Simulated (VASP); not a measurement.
# F (C2/m) in VASP: further runs

Runs on F. Level: PBEsol. Tasks: single point.

Everything below comes from runs of VASP 6.6.1. Logs are shortened: lines on timing, memory, paths and dates and some standing lists are left out, and cuts for length are marked.

## Step 1: The cell of the first run

Symmetry: C2/m, No. 12, monoclinic system. The conventional cell has a = 6.101 Å, b = 3.496 Å, c = 7.365 Å, α = 90.00°, β = 112.50°, γ = 90.00°. F (site symmetry m) has 1 F at 1.46 Å within 2.0 Å. Within 1.8 Å of F (site symmetry m) lie 1 F at 1.37 Å.

## Step 2: Single point, PBEsol

Contents of INCAR:

```
SYSTEM = F
PREC     = Accurate       ! precision mode
ENCUT    = 520            ! plane-wave cutoff, eV
EDIFF    = 1E-6           ! SCF threshold, eV
ISMEAR   = 0              ! smearing method
SIGMA    = 0.05           ! smearing width, eV
LREAL    = .FALSE.        ! projectors in reciprocal space
LASPH    = .TRUE.         ! aspherical terms in the spheres
NELM     = 80             ! most SCF steps
ALGO     = Normal         ! electronic algorithm
ISIF     = 2              ! what is computed and relaxed
LWAVE    = .FALSE.        ! write WAVECAR
LCHARG   = .TRUE.         ! write CHGCAR
GGA      = PS             ! functional
LELF     = .TRUE.         ! ELF
LVHAR    = .TRUE.       
NBANDS   = 22             ! bands
```

Contents of KPOINTS:

```
Automatic mesh
0
G
  4 4 2
  0 0 0
```

Contents of POSCAR:

```
F
1.0
    3.0414923524     -1.7480498951     -0.2345861287
    3.0414923524      1.7480498951     -0.2345861287
   -2.2869699080      0.0000000000      7.0004610119
F
4
Direct
    0.0848459664      0.0848459664      0.1019959513
    0.9151540336      0.9151540336      0.8980040487
    0.5015719855      0.5015719855      0.5937195244
    0.4984280145      0.4984280145      0.4062804756
```

Potentials or basis: VASP PAW PBE potentials, release 64 (F).

Launch:

```bash
$ cat potpaw_PBE.64/F/POTCAR > POTCAR
$ mpirun -np 1 vasp_std > vasp.out
```

OUTCAR:

```text
SYSTEM = F
   PREC = Accurate
   ENCUT = 520
   EDIFF = 1E-6
   ISMEAR = 0
   LREAL = .FALSE.
   LASPH = .TRUE.
   NELM = 80
   ISIF = 2
   GGA = PS

 ion  position               nearest neighbor table
   1  0.085  0.085  0.102-   2 1.46
   2  0.915  0.915  0.898-   1 1.46
   3  0.502  0.502  0.594-   4 1.37
   4  0.498  0.498  0.406-   3 1.37

  LATTYP: Found a base centered monoclinic cell.
 ALAT       =     6.1010511820
 B/A-ratio  =     0.5730323654
 C/A-ratio  =     1.2070962569
 COS(beta)  =    -0.3827161857

  Lattice vectors:

 A1 = (   3.0414923524,  -1.7480498951,  -0.2345861287)
 A2 = (   3.0414923524,   1.7480498951,  -0.2345861287)
 A3 = (  -2.2869699080,   0.0000000000,   7.0004610119)

Analysis of symmetry for initial positions (statically):
=====================================================================
 Subroutine PRICEL returns:
 Original cell was already a primitive cell.

 Routine SETGRP: Setting up the symmetry group for a
 base centered monoclinic supercell.

 Subroutine GETGRP returns: Found  4 space group operations
 (whereof  4 operations were pure point group operations)
 out of a pool of  4 trial point group operations.

The static configuration has the point symmetry C_2h.

Analysis of symmetry for dynamics (positions and initial velocities):
=====================================================================
 Subroutine PRICEL returns:
 Original cell was already a primitive cell.

 Routine SETGRP: Setting up the symmetry group for a
 base centered monoclinic supercell.

 Subroutine GETGRP returns: Found  4 space group operations
 (whereof  4 operations were pure point group operations)
 out of a pool of  4 trial point group operations.

The dynamic configuration has the point symmetry C_2h.

 Subroutine INISYM returns: Found  4 space group operations
 (whereof  4 operations are pure point group operations),
 and found     1 'primitive' translations

----------------------------------------------------------------------------------------

                                     Primitive cell

  volume of cell :      72.5628

  direct lattice vectors                    reciprocal lattice vectors
     3.041492352 -1.748049895 -0.234586129     0.168642268 -0.286033025  0.055093485
     3.041492352  1.748049895 -0.234586129     0.168642268  0.286033025  0.055093485
    -2.286969908  0.000000000  7.000461012     0.011302438  0.000000000  0.146540111

  length of vectors
     3.515876109  3.515876109  7.364556045     0.336586390  0.336586390  0.146975336

  position of ions in fractional coordinates (direct lattice)
     0.084845966  0.084845966  0.101995951
     0.915154034  0.915154034  0.898004049
     0.501571986  0.501571986  0.593719524
     0.498428015  0.498428015  0.406280476

  ion indices of the primitive-cell ions
   primitive index   ion index
                 1           1
                 2           2
                 3           3
                 4           4

----------------------------------------------------------------------------------------

 KPOINTS: Automatic mesh

Automatic generation of k-mesh.
 Grid dimensions read from file:
 generate k-points for:    4    4    2

 Generating k-lattice:

  Cartesian coordinates                     Fractional coordinates (reciprocal lattice)
     0.042160567 -0.071508256  0.013773371     0.250000000  0.000000000 -0.000000000
     0.042160567  0.071508256  0.013773371     0.000000000  0.250000000 -0.000000000
     0.005651219  0.000000000  0.073270056     0.000000000  0.000000000  0.500000000

  Length of vectors
     0.084146598  0.084146598  0.073487668

  Shift w.r.t. Gamma in fractional coordinates (k-lattice)
     0.000000000  0.000000000  0.000000000

 Subroutine IBZKPT returns following result:
 ===========================================

 Found     14 irreducible k-points:

 Following reciprocal coordinates:
            Coordinates               Weight
  0.000000  0.000000  0.000000      1.000000
  0.250000  0.000000 -0.000000      4.000000
  0.500000  0.000000 -0.000000      2.000000
  0.250000  0.250000 -0.000000      2.000000
  0.500000  0.250000  0.000000      4.000000
 -0.250000  0.250000  0.000000      2.000000
  0.500000  0.500000 -0.000000      1.000000
  0.000000  0.000000  0.500000      1.000000
  0.250000 -0.000000  0.500000      4.000000
  0.500000  0.000000  0.500000      2.000000
  0.250000  0.250000  0.500000      2.000000
  0.500000  0.250000  0.500000      4.000000
 -0.250000  0.250000  0.500000      2.000000
  0.500000  0.500000  0.500000      1.000000
   k-points           NKPTS =     14   k-points in BZ     NKDIM =     14   number of bands    NBANDS=     22
   number of dos      NEDOS =    301   number of ions     NIONS =      4
   total plane-waves  NPLWV =  43904
   dimension x,y,z NGX =    28 NGY =   28 NGZ =   56
   dimension x,y,z NGXF=    56 NGYF=   56 NGZF=  112
   ions per type =               4
   NGX,Y,Z   is equivalent  to a cutoff of  13.24, 13.24, 12.64 a.u.
   NGXF,Y,Z  is equivalent  to a cutoff of  26.48, 26.48, 25.28 a.u.
 SYSTEM =  F
   PREC   = accura    normal or accurate (medium, high low for compatibility)
   ISTART =      0    job   : 0-new  1-cont  2-samecut
   ICHARG =      2    charge: 1-file 2-atom 10-const
   ISPIN  =      1    spin polarized calculation?
   LNONCOLLINEAR =      F non collinear calculations
   LSORBIT =      F    spin-orbit coupling
   LASPH  =      T    aspherical Exc in radial PAW
   ENCUT  =  520.0 eV  38.22 Ry    6.18 a.u.   6.54  6.54 13.69*2*pi/ulx,y,z
   NELM   =     80;   NELMIN=  2; NELMDL= -5     # of ELM steps
   EDIFF  = 0.1E-05   stopping-criterion for ELM
   LREAL  =      F    real-space projection
   EDIFFG = 0.1E-04   stopping-criterion for IOM
   NSW    =      0    number of steps for IOM
   IBRION =     -1    ionic relax: 0-MD 1-quasi-New 2-CG
   NFREE  =      0    steps in history (QN), initial steepest desc. (CG)
   ISIF   =      2    stress and relaxation
   ISYM   =      2    0-nonsym 1-usesym 2-fastsym
   POTIM  = 0.5000    time-step for ionic-motion
   TEBEG  =    0.0;   TEEND  =   0.0 temperature during run
   PSTRESS=    0.0 pullay stress
   NELECT =      28.0000    total number of electrons
   NUPDOWN=      -1.0000    fix difference up-down
   EMIN   =  10.00;   EMAX   =-10.00  energy-range for DOS
   EFERMI =   0.00;   METHOD = LEGACY
   ISMEAR =     0;   SIGMA  =   0.05  broadening in eV -4-tet -1-fermi 0-gaus
   EFERMI_NEDOS =   21; number of points for ismear=-14 and -15
   IALGO  =     38    algorithm
   IMIX   =      4    mixing-type and parameters
     AMIX     =   0.40;   BMIX     =  1.00
     AMIX_MAG =   1.60;   BMIX_MAG =  1.00
  volume/ion in A,a.u.               =      18.14       122.42
  Fermi-wavevector in a.u.,A,eV,Ry     =   1.191853  2.252276 19.327273  1.420514
  Thomas-Fermi vector in A             =   2.327905
   LORBIT       =      0    0 simple, 1 ext, 2 COOP (PROOUT), +10 PAW based schemes
   GGA     = PS    functional components
   LHFCALC =     F    Hartree Fock is set to
   AEXX    =    0.0000 exact exchange contribution
   IVDW    =     0    specifies the selected vdW correction
   LEPSILON=     F    determine dielectric tensor
   LRPA    =     F    only Hartree local field effects (RPA)
 non-spin polarized calculation
 Gauss-broadening in eV      SIGMA  =   0.05
  energy-cutoff  :      520.00
  volume of cell :       72.56
 maximum number of plane-waves:      1980
 NGX is ok and might be reduce to    28
   NGX = 13   NGY = 13   NGZ = 27

 number of electron      28.0000003 magnetization

 Free energy of the ion-electron system (eV)
  ---------------------------------------------------
  ext. energy  EPLUGINS =         0.00000000
  ---------------------------------------------------
  free energy    TOTEN  =        -7.73414742 eV

  energy without entropy =       -7.73414742  energy(sigma->0) =       -7.73414742

 E-fermi :  -5.2955     XC(G=0):  -7.0219

 val. band max:       -5.6015778970   @ k =   0.5000   0.5000  -0.0000
 cond. band min:      -3.1133837913   @ k =   0.0000   0.0000   0.0000
 fundamental gap:      2.4881941057
 Fermi energy:        -5.2954845167

 k-point     1 :       0.0000    0.0000    0.0000
  band No.  band energies     occupation
      1     -31.1799      2.00000
      2     -29.7115      2.00000
      3     -24.2665      2.00000
      4     -23.8365      2.00000
      5     -12.3674      2.00000
      6     -11.4402      2.00000
[... 14 lines left out ...]
     21      14.3338      0.00000
     22      14.8081      0.00000

 k-point     2 :       0.2500    0.0000   -0.0000
  band No.  band energies     occupation
      1     -31.1604      2.00000
      2     -29.6914      2.00000
      3     -24.2236      2.00000
      4     -23.8555      2.00000
      5     -12.2939      2.00000
      6     -11.5141      2.00000
[... 14 lines left out ...]
     21      11.8643      0.00000
     22      13.5344      0.00000

 k-point     3 :       0.5000    0.0000   -0.0000
  band No.  band energies     occupation
      1     -31.1403      2.00000
      2     -29.6710      2.00000
      3     -24.1747      2.00000
      4     -23.8805      2.00000
      5     -12.1991      2.00000
      6     -11.6104      2.00000
[... 14 lines left out ...]
     21      10.5659      0.00000
     22      10.9919      0.00000
[... 226 lines left out ...]
 k-point    13 :      -0.2500    0.2500    0.5000
  band No.  band energies     occupation
      1     -31.1405      2.00000
      2     -29.6711      2.00000
      3     -24.1750      2.00000
      4     -23.8807      2.00000
      5     -12.1946      2.00000
      6     -11.6043      2.00000
[... 14 lines left out ...]
     21      11.0385      0.00000
     22      11.0682      0.00000

 k-point    14 :       0.5000    0.5000    0.5000
  band No.  band energies     occupation
      1     -31.1366      2.00000
      2     -29.6677      2.00000
      3     -24.1851      2.00000
      4     -23.8954      2.00000
      5     -12.2222      2.00000
      6     -11.6479      2.00000
[... 14 lines left out ...]
     21       9.5847      0.00000
     22       9.8005      0.00000

------------------------ aborting loop because EDIFF is reached ----------------------------------------

  FORCE on cell =-STRESS in cart. coord.  units (eV):
  Direction    XX          YY          ZZ          XY          YZ          ZX
  --------------------------------------------------------------------------------------
  -------------------------------------------------------------------------------------
  Total       -0.3752253     -0.2268082     -0.0044009      0.0000000      0.0000000     -1.3701972
  in kB       -8.2849272     -5.0078957     -0.0971712      0.0000000      0.0000000    -30.2537793
  external PRESSURE =      -4.4633314 kB  Pullay stress =       0.0000000 kB

 VOLUME and BASIS-vectors are now :
 -----------------------------------------------------------------------------
  energy-cutoff  :      520.00
  volume of cell :       72.56
      direct lattice vectors                 reciprocal lattice vectors
     3.041492352 -1.748049895 -0.234586129     0.168642268 -0.286033025  0.055093485
     3.041492352  1.748049895 -0.234586129     0.168642268  0.286033025  0.055093485
    -2.286969908  0.000000000  7.000461012     0.011302438  0.000000000  0.146540111

 POSITION                                       TOTAL-FORCE (eV/Angst)
 -----------------------------------------------------------------------------------
      0.28286      0.00000      0.67421        -0.519078      0.000000     -1.324983
      3.51316      0.00000      5.85708         0.519078      0.000000      1.324983
      1.69324      0.00000      3.92099        -0.446607      0.000000      1.502019
      2.10278      0.00000      2.61030         0.446607      0.000000     -1.502019
 -----------------------------------------------------------------------------------
    total drift:                                0.000000      0.000000      0.000000

  FREE ENERGIE OF THE ION-ELECTRON SYSTEM (eV)
  ---------------------------------------------------
  free  energy   TOTEN  =        -7.7341474244 eV

  energy  without entropy=       -7.7341474244  energy(sigma->0) =       -7.73414742
```

It took 20 s on 1 thread of Intel Xeon Platinum 8488C (Sapphire Rapids), shared host; peak memory 0.19 GiB.

Results:

```
Free energy            : -7.7341 eV
Pressure               : -0.4 GPa
Largest force          : 1.567 eV/Å
Band gap on the k mesh : 2.49 eV, indirect (least direct gap 2.59 eV)
```

Forces on the atoms (eV/Å):
```
F   -0.519  0.000 -1.325
F    0.519  0.000  1.325
F   -0.447  0.000  1.502
F    0.447  0.000 -1.502
```

Caveat: the k points lie up to 0.53 Å⁻¹ apart; the PAW data sets were made with another functional, which shifts forces and pressure a little. A k mesh can miss the band edges.

## Step 3: Single point, PBEsol

Contents of INCAR:

```
  PREC = Accurate
  ENCUT = 520
  EDIFF = 1E-7
  ISMEAR = 0
  SIGMA = 0.05
  LREAL = F
  LASPH = T
  NELM = 60
  ALGO = Normal
  ISIF = 2
  LWAVE = F
  LCHARG = F
  GGA = PS
  NBANDS = 22
```

Contents of KPOINTS:

```
regular mesh
0
Gamma
  4 4 2
```

POSCAR: that of step 2 with these lines changed.

```diff
@@ -8,4 +8,4 @@
 Direct
-    0.0848459664      0.0848459664      0.1019959513
-    0.9151540336      0.9151540336      0.8980040487
+    0.0848459664      0.0848459664      0.1099880702
+    0.9151540336      0.9151540336      0.8900119298
     0.5015719855      0.5015719855      0.5937195244
```

Potentials or basis: VASP PAW PBE potentials, release 64 (F).

Launch:

```bash
$ cat potpaw_PBE.64/F/POTCAR > POTCAR
$ mpirun -np 1 vasp_std > vasp.out
```

It took 20 s on 1 thread of Intel Xeon Platinum 8488C (Sapphire Rapids), shared host; peak memory 0.19 GiB.

The run converged. Its results:

| Property | Result |
| --- | --- |
| Free energy | -7.5165 eV |
| Pressure | -2.6 GPa |
| Largest force | 3.081 eV/Å |
| Band gap on the k mesh | 1.69 eV, indirect (least direct gap 1.77 eV) |

Forces in eV/Å, atoms in the order of the input:
```
F   -0.984  0.000 -2.920
F    0.984  0.000  2.920
F   -0.405  0.000  1.492
F    0.405  0.000 -1.492
```

Stress tensor (GPa, compression positive):
```
-1.55  0.00 -4.85
 0.00 -0.49  0.00
-4.85  0.00 -5.74
```

Levels at points of the mesh, in eV from the valence-band top:
```
           k point  band 12  band 13  band 14  band 15  band 16  band 17
(0.00, 0.00, 0.00)    -0.22    -0.11    -0.09     1.69     3.83     8.92
(0.50, 0.00, 0.00)    -0.37    -0.29    -0.26     1.86     3.84    12.88
(0.50, 0.50, 0.00)    -0.38    -0.18     0.00     1.80     3.82    13.10
(0.00, 0.00, 0.50)    -0.26    -0.21    -0.12     1.76     3.74     9.64
(0.50, 0.00, 0.50)    -0.43    -0.22    -0.05     1.80     3.84    12.89
(0.50, 0.50, 0.50)    -0.40    -0.24    -0.12     1.87     3.83    12.84
```

Caveat: the k points lie up to 0.53 Å⁻¹ apart; the PAW data sets were made with another functional, which shifts forces and pressure a little. A k mesh can miss the band edges.

## Step 4: Single point, PBEsol

Contents of INCAR:

```
PREC = Accurate ; ENCUT = 520
EDIFF = 1E-6 ; ISMEAR = 0
SIGMA = 0.05 ; LREAL = F
LASPH = T ; NELM = 100
ALGO = Normal ; ISIF = 2
LWAVE = F ; LCHARG = F
GGA = PS ; NBANDS = 22
```

Contents of KPOINTS:

```
Automatic mesh
0
Gamma
  4 4 2
```

POSCAR: that of step 3 with these lines changed.

```diff
@@ -8,4 +8,4 @@
 Direct
-    0.0848459664      0.0848459664      0.1099880702
-    0.9151540336      0.9151540336      0.8900119298
+    0.0848459664      0.0848459664      0.0940038325
+    0.9151540336      0.9151540336      0.9059961675
     0.5015719855      0.5015719855      0.5937195244
```

Launch:

```bash
$ cat potpaw_PBE.64/F/POTCAR > POTCAR
$ mpirun -np 1 vasp_std > vasp.out
```

It took 15 s on 1 thread of Intel Xeon Platinum 8488C (Sapphire Rapids), shared host; peak memory 0.19 GiB.

The run converged. Its results:

- Free energy: -7.7417 eV
- Pressure: 2.8 GPa
- Largest force: 1.568 eV/Å
- Band gap on the k mesh: 3.30 eV, indirect (least direct gap 3.40 eV)

Forces in eV/Å, atoms in the order of the input:
```
F    0.689  0.000  1.405
F   -0.689  0.000 -1.405
F   -0.473  0.000  1.495
F    0.473  0.000 -1.495
```

Stress tensor (GPa, compression positive):
```
 0.89  0.00  0.57
 0.00 -0.50  0.00
 0.57  0.00  7.90
```

Levels at points of the mesh, in eV from the valence-band top:
```
           k point  band 12  band 13  band 14  band 15  band 16  band 17
(0.00, 0.00, 0.00)    -0.19    -0.13    -0.10     3.30     4.15     8.59
(0.50, 0.00, 0.00)    -0.33    -0.31    -0.20     3.76     3.85    12.57
(0.50, 0.50, 0.00)    -0.31    -0.21     0.00     3.71     3.84    12.82
(0.00, 0.00, 0.50)    -0.20    -0.18    -0.10     3.65     3.74     9.47
(0.50, 0.00, 0.50)    -0.36    -0.22    -0.07     3.58     4.01    12.48
(0.50, 0.50, 0.50)    -0.29    -0.19    -0.11     3.75     3.84    12.50
```

Caveat: the k points lie up to 0.53 Å⁻¹ apart; the PAW data sets were made with another functional, which shifts forces and pressure a little. A k mesh can miss the band edges.

## Step 5: Single point, PBEsol

Contents of INCAR:

```
SYSTEM = F
PREC = Accurate
ENCUT = 520
EDIFF = 1E-6
ISMEAR = 0
SIGMA = 0.05
LREAL = .FALSE.
LASPH = .TRUE.
NELM = 100
ALGO = Normal
ISIF = 2
LWAVE = .FALSE.
LCHARG = .TRUE.
GGA = PS
LELF = .TRUE.
LVHAR = .TRUE.
NBANDS = 22
```

Contents of KPOINTS:

```
regular mesh
0
G
  4 4 2
  0 0 0
```

POSCAR: that of step 4 with these lines changed.

```diff
@@ -8,4 +8,4 @@
 Direct
-    0.0848459664      0.0848459664      0.0940038325
-    0.9151540336      0.9151540336      0.9059961675
+    0.0848459664      0.0848459664      0.0860117137
+    0.9151540336      0.9151540336      0.9139882863
     0.5015719855      0.5015719855      0.5937195244
```

Launch:

```bash
$ cat potpaw_PBE.64/F/POTCAR > POTCAR
$ mpirun -np 1 vasp_std > vasp.out
```

It took 19 s on 1 thread of Intel Xeon Platinum 8488C (Sapphire Rapids), shared host; peak memory 0.19 GiB.

Results (log left out):

| Item | Value |
| --- | --- |
| Free energy | -7.4319 eV |
| Pressure | 7.3 GPa |
| Largest force | 6.379 eV/Å |
| Band gap on the k mesh | 3.33 eV, indirect (least direct gap 3.39 eV) |

Forces in eV/Å, atoms in the order of the input:
```
F    3.131  0.000  5.557
F   -3.131  0.000 -5.557
F   -0.489  0.000  1.486
F    0.489  0.000 -1.486
```

Stress tensor (GPa, compression positive):
```
 4.47  0.00  6.58
 0.00 -0.52  0.00
 6.58  0.00 17.89
```

Levels at points of the mesh, in eV from the valence-band top:
```tsv
k point	band 12	band 13	band 14	band 15	band 16	band 17
(0.00, 0.00, 0.00)	-0.41	-0.16	-0.05	3.33	5.23	8.29
(0.50, 0.00, 0.00)	-0.53	-0.27	-0.14	3.53	5.22	12.26
(0.50, 0.50, 0.00)	-0.47	-0.15	0.00	3.49	5.18	12.53
(0.00, 0.00, 0.50)	-0.41	-0.18	-0.05	3.41	5.05	9.17
(0.50, 0.00, 0.50)	-0.53	-0.23	-0.08	3.48	5.25	12.11
(0.50, 0.50, 0.50)	-0.42	-0.19	-0.04	3.51	5.20	12.19
```

Caveat: the k points lie up to 0.53 Å⁻¹ apart; the PAW data sets were made with another functional, which shifts forces and pressure a little.
